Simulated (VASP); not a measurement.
# B (Pm-3n) in VASP: notebook

B is run at these levels: PBEsol; tasks: single point, relaxation of cell and atoms.

All numbers are computed with VASP 6.6.1; they aren't measurements. Logs are shortened: lines on timing, memory, paths and dates and some standing lists are left out, and cuts for length are marked.

### 1 The cell of the first run

It takes space group Pm-3n (No. 223, cubic). Conventional cell: a = 3.648 Å, b = 3.648 Å, c = 3.648 Å, α = 90.00°, β = 90.00°, γ = 90.00°. B (site symmetry m-3) has 12 B at 2.04 Å within 2.7 Å. B (site symmetry -4m2) has 14 B at 1.82 to 2.23 Å within 2.4 Å.

### 2 Single point, PBEsol

The input, INCAR:

```
  PREC = Accurate
  ENCUT = 520
  EDIFF = 1E-6
  ISMEAR = 0
  SIGMA = 0.1
  LREAL = F
  LASPH = T
  NELM = 80
  ALGO = Normal
  ISIF = 2
  LWAVE = F
  LCHARG = F
  GGA = PS
  NBANDS = 22
```

The input, KPOINTS:

```
Automatic mesh
0
Gamma
  10 10 10
```

The input, POSCAR:

```
B
1.0
    3.6477470623      0.0000000000      0.0000000000
    0.0000000000      3.6477470623      0.0000000000
    0.0000000000      0.0000000000      3.6477470623
B
8
Direct
    0.5000000000      0.5000000000      0.5000000000
    0.0000000000      0.0000000000      0.0000000000
    0.2500000000      0.0000000000      0.5000000000
    0.5000000000      0.2500000000      0.0000000000
    0.5000000000      0.7500000000      0.0000000000
    0.7500000000      0.0000000000      0.5000000000
    0.0000000000      0.5000000000      0.7500000000
    0.0000000000      0.5000000000      0.2500000000
```

Potentials or basis: VASP PAW PBE potentials, release 64 (B).

Run with:

```console
$ cat potpaw_PBE.64/B/POTCAR > POTCAR
$ mpirun -np 1 vasp_std > vasp.out
```

OUTCAR:

```text
PREC = Accurate
   ENCUT = 520
   EDIFF = 1E-6
   ISMEAR = 0
   LREAL = F
   LASPH = T
   NELM = 80
   ISIF = 2
   GGA = PS

 ion  position               nearest neighbor table
   1  0.500  0.500  0.500-   3 2.04   4 2.04   5 2.04   6 2.04   7 2.04   8 2.04   4 2.04   5 2.04
                             3 2.04   6 2.04   7 2.04   8 2.04
   2  0.000  0.000  0.000-   3 2.04   4 2.04   5 2.04   6 2.04   7 2.04   8 2.04   3 2.04   6 2.04
                             7 2.04   8 2.04   4 2.04   5 2.04
   3  0.250  0.000  0.500-   6 1.82   6 1.82   1 2.04   2 2.04   1 2.04   2 2.04
   4  0.500  0.250  0.000-   5 1.82   5 1.82   1 2.04   1 2.04   2 2.04   2 2.04
   5  0.500  0.750  0.000-   4 1.82   4 1.82   1 2.04   1 2.04   2 2.04   2 2.04
   6  0.750  0.000  0.500-   3 1.82   3 1.82   1 2.04   2 2.04   1 2.04   2 2.04
   7  0.000  0.500  0.750-   8 1.82   8 1.82   1 2.04   2 2.04   2 2.04   1 2.04
   8  0.000  0.500  0.250-   7 1.82   7 1.82   1 2.04   2 2.04   2 2.04   1 2.04

  LATTYP: Found a simple cubic cell.
 ALAT       =     3.6477470623

  Lattice vectors:

 A1 = (   3.6477470623,   0.0000000000,   0.0000000000)
 A2 = (   0.0000000000,   3.6477470623,   0.0000000000)
 A3 = (   0.0000000000,   0.0000000000,   3.6477470623)

Analysis of symmetry for initial positions (statically):
=====================================================================
 Subroutine PRICEL returns:
 Original cell was already a primitive cell.

 Routine SETGRP: Setting up the symmetry group for a
 simple cubic supercell.

 Subroutine GETGRP returns: Found 48 space group operations
 (whereof 24 operations were pure point group operations)
 out of a pool of 48 trial point group operations.

The static configuration has the point symmetry T_h .
 The point group associated with its full space group is O_h .

Analysis of symmetry for dynamics (positions and initial velocities):
=====================================================================
 Subroutine PRICEL returns:
 Original cell was already a primitive cell.

 Routine SETGRP: Setting up the symmetry group for a
 simple cubic supercell.

 Subroutine GETGRP returns: Found 48 space group operations
 (whereof 24 operations were pure point group operations)
 out of a pool of 48 trial point group operations.

The dynamic configuration has the point symmetry T_h .
 The point group associated with its full space group is O_h .

 Subroutine INISYM returns: Found 48 space group operations
[... 108 lines left out ...]
   NELM   =     80;   NELMIN=  2; NELMDL= -5     # of ELM steps
   EDIFF  = 0.1E-05   stopping-criterion for ELM
   LREAL  =      F    real-space projection
   EDIFFG = 0.1E-04   stopping-criterion for IOM
   NSW    =      0    number of steps for IOM
   IBRION =     -1    ionic relax: 0-MD 1-quasi-New 2-CG
   NFREE  =      0    steps in history (QN), initial steepest desc. (CG)
   ISIF   =      2    stress and relaxation
   ISYM   =      2    0-nonsym 1-usesym 2-fastsym
   POTIM  = 0.5000    time-step for ionic-motion
   TEBEG  =    0.0;   TEEND  =   0.0 temperature during run
   PSTRESS=    0.0 pullay stress
   NELECT =      24.0000    total number of electrons
   NUPDOWN=      -1.0000    fix difference up-down
   EMIN   =  10.00;   EMAX   =-10.00  energy-range for DOS
   EFERMI =   0.00;   METHOD = LEGACY
   ISMEAR =     0;   SIGMA  =   0.10  broadening in eV -4-tet -1-fermi 0-gaus
   EFERMI_NEDOS =   21; number of points for ismear=-14 and -15
   IALGO  =     38    algorithm
   IMIX   =      4    mixing-type and parameters
     AMIX     =   0.40;   BMIX     =  1.00
     AMIX_MAG =   1.60;   BMIX_MAG =  1.00
  volume/ion in A,a.u.               =       6.07        40.94
  Fermi-wavevector in a.u.,A,eV,Ry     =   1.294555  2.446354 22.801634  1.675873
  Thomas-Fermi vector in A             =   2.426131
   LORBIT       =      0    0 simple, 1 ext, 2 COOP (PROOUT), +10 PAW based schemes
   GGA     = PS    functional components
   LHFCALC =     F    Hartree Fock is set to
   AEXX    =    0.0000 exact exchange contribution
   IVDW    =     0    specifies the selected vdW correction
   LEPSILON=     F    determine dielectric tensor
   LRPA    =     F    only Hartree local field effects (RPA)
 non-spin polarized calculation
 Gauss-broadening in eV      SIGMA  =   0.10
  energy-cutoff  :      520.00
  volume of cell :       48.54
 maximum number of plane-waves:      1357
 NGX is ok and might be reduce to    28
   NGX = 13   NGY = 13   NGZ = 13

 number of electron      24.0000002 magnetization

 Free energy of the ion-electron system (eV)
  ---------------------------------------------------
  ext. energy  EPLUGINS =         0.00000000
  ---------------------------------------------------
  free energy    TOTEN  =       -44.58590793 eV

  energy without entropy =      -44.57998010  energy(sigma->0) =      -44.58294402

 E-fermi :  10.2173     XC(G=0): -12.9031

 val. band max:       10.1081827113   @ k =   0.2000   0.2000   0.0000
 cond. band min:      10.2208307651   @ k =   0.5000   0.2000   0.0000
 fundamental gap:      0.1126480538
 Fermi energy:        10.2172510396

 k-point     1 :       0.0000    0.0000    0.0000
  band No.  band energies     occupation
      1      -8.6521      2.00000
      2      -0.2523      2.00000
      3      -0.2523      2.00000
      4      -0.2523      2.00000
      5       0.6170      2.00000
      6       0.6170      2.00000
[... 589 lines left out ...]
     21      16.7481      0.00000
     22      17.1268      0.00000

 [... further k-points ...]
[... 5 lines left out ...]
  --------------------------------------------------------------------------------------
  -------------------------------------------------------------------------------------
  Total        0.0800593      0.0800593      0.0800593     -0.0000000      0.0000000     -0.0000000
  in kB        2.6427010      2.6427010      2.6427010     -0.0000000      0.0000000     -0.0000000
  external PRESSURE =       2.6427010 kB  Pullay stress =       0.0000000 kB

 VOLUME and BASIS-vectors are now :
 -----------------------------------------------------------------------------
  energy-cutoff  :      520.00
  volume of cell :       48.54
      direct lattice vectors                 reciprocal lattice vectors
     3.647747062  0.000000000  0.000000000     0.274141815  0.000000000  0.000000000
     0.000000000  3.647747062  0.000000000     0.000000000  0.274141815  0.000000000
     0.000000000  0.000000000  3.647747062     0.000000000  0.000000000  0.274141815

 POSITION                                       TOTAL-FORCE (eV/Angst)
 -----------------------------------------------------------------------------------
      1.82387      1.82387      1.82387        -0.000000     -0.000000      0.000000
      0.00000      0.00000      0.00000        -0.000000     -0.000000      0.000000
      0.91194      0.00000      1.82387        -0.000000      0.000000     -0.000000
      1.82387      0.91194      0.00000        -0.000000     -0.000000     -0.000000
      1.82387      2.73581      0.00000         0.000000     -0.000000      0.000000
      2.73581      0.00000      1.82387         0.000000     -0.000000      0.000000
      0.00000      1.82387      2.73581         0.000000     -0.000000      0.000000
      0.00000      1.82387      0.91194         0.000000      0.000000     -0.000000
 -----------------------------------------------------------------------------------
    total drift:                                0.000000      0.000000     -0.000000

  FREE ENERGIE OF THE ION-ELECTRON SYSTEM (eV)
  ---------------------------------------------------
  free  energy   TOTEN  =       -44.5859079294 eV

  energy  without entropy=      -44.5799801028  energy(sigma->0) =      -44.58294402
```

stdout:

```text
POSCAR found type information on POSCAR B
 POSCAR found :  1 types and       8 ions
 scaLAPACK will be used
 -----------------------------------------------------------------------------
|                                                                             |
|                                                                             |
|     You enforced a specific xc type in the INCAR file but a different       |
|     I HOPE YOU KNOW WHAT YOU ARE DOING!                                     |
|                                                                             |
 -----------------------------------------------------------------------------

 LDA part: xc-table for (Slater+PW92), standard interpolation
 POSCAR, INCAR and KPOINTS ok, starting setup
 FFT: planning ... GRIDC
 FFT: planning ... GRID_SOFT
 FFT: planning ... GRID
 WAVECAR not read
 entering main loop
```

Run time: 19 s. Hardware: 1 thread of Intel Xeon 6975P-C (Granite Rapids), shared host; peak memory 0.17 GiB.

What came out:

```yaml
Free_energy: -44.5859 eV
Pressure: 0.3 GPa
Band_gap_on_the_k_mesh: zero (band 12 reaches 14.82 eV, above the bottom of band 13 at 9.32 eV)
```

Caveat: the PAW data sets were made with another functional, which shifts forces and pressure a little.

### 3 Relaxation of cell and atoms, PBEsol

This run uses another cell than the first one, of 6.11 Å³/atom, 1.007 times its volume.

The input, INCAR:

```
ALGO     = Normal         # electronic algorithm
EDIFF    = 1E-6           # SCF threshold, eV
EDIFFG   = -0.01          # ionic threshold
ENCUT    = 600            # plane-wave cutoff, eV
GGA      = PS             # functional
IBRION   = 2              # ionic algorithm
ISIF     = 3              # what is computed and relaxed
ISMEAR   = 0              # smearing method
LASPH    = T              # aspherical terms in the spheres
LCHARG   = F              # write CHGCAR
LREAL    = F              # projectors in reciprocal space
LWAVE    = F              # write WAVECAR
NELM     = 80             # most SCF steps
NSW      = 100            # ionic steps
PREC     = Accurate       # precision mode
SIGMA    = 0.1            # smearing width, eV
```

The input, KPOINTS:

```
k-points
0
Gamma
  10 10 10
```

Edit POSCAR of step 2 so:

```diff
@@ -2,5 +2,5 @@
 1.0
-    3.6477470623      0.0000000000      0.0000000000
-    0.0000000000      3.6477470623      0.0000000000
-    0.0000000000      0.0000000000      3.6477470623
+    3.6557875427      0.0000000000      0.0000000000
+    0.0000000000      3.6557875427      0.0000000000
+    0.0000000000      0.0000000000      3.6557875427
 B
```

Potentials or basis: VASP PAW PBE potentials, release 64 (B).

Run with:

```console
$ cat potpaw_PBE.64/B/POTCAR > POTCAR
$ mpirun -np 1 vasp_std > vasp.out
```

Run time: 43 s. Hardware: 1 thread of Intel Xeon 6975P-C (Granite Rapids), shared host; peak memory 0.18 GiB.

It converged, with:

| Property | Result |
| --- | --- |
| Free energy | -44.5934 eV |
| Relaxed volume | 6.07 Å³/atom |
| Relaxed cell | a = 3.649 Å, b = 3.649 Å, c = 3.649 Å, α = 90.00°, β = 90.00°, γ = 90.00° |
| Space group after relaxing (to 0.05 Å) | Pm-3n (No. 223) |
| Energy gained by relaxing | 0.2 meV/atom |
| Ionic steps | 3 |
| Pressure after relaxing | 0.0 GPa |
| Band gap on the k mesh | zero (band 12 reaches 14.81 eV, above the bottom of band 13 at 9.31 eV) |

Step by step:
| step | energy change (eV) | largest force (eV/Å) | pressure (GPa) | volume (Å³) |
| --- | --- | --- | --- | --- |
| 1 | 0.0000 | 0.0000 | -1.45 | 48.86 |
| 2 | -0.0011 | 0.0000 | 0.58 | 48.47 |
| 3 | -0.0013 | 0.0000 | 0.00 | 48.58 |

Final structure:
```
CELL_PARAMETERS angstrom
3.64878 0.00000 0.00000
0.00000 3.64878 0.00000
0.00000 0.00000 3.64878
ATOMIC_POSITIONS crystal
B 0.50000 0.50000 0.50000
B 0.00000 0.00000 0.00000
B 0.25000 0.00000 0.50000
B 0.50000 0.25000 0.00000
B 0.50000 0.75000 0.00000
B 0.75000 0.00000 0.50000
B 0.00000 0.50000 0.75000
B 0.00000 0.50000 0.25000
```

Levels at points of the mesh, in eV from the Fermi level:
| k point | band 9 | band 10 | band 11 | band 12 | band 13 | band 14 | band 15 | band 16 |
| --- | --- | --- | --- | --- | --- | --- | --- | --- |
| (0.00, 0.00, 0.00) | -2.54 | -2.54 | -2.21 | -2.21 | -0.23 | -0.23 | -0.23 | 2.23 |
| (0.50, 0.00, 0.00) | -6.08 | -6.08 | 0.09 | 0.09 | 1.08 | 1.08 | 2.16 | 2.16 |
| (0.50, 0.50, 0.00) | -5.44 | -3.87 | -3.87 | -1.31 | 3.27 | 3.64 | 3.71 | 3.71 |
| (0.50, 0.50, 0.50) | 4.60 | 4.60 | 4.60 | 4.60 | 4.60 | 4.60 | 4.83 | 4.83 |

Caveat: the PAW data sets were made with another functional, which shifts forces and pressure a little.
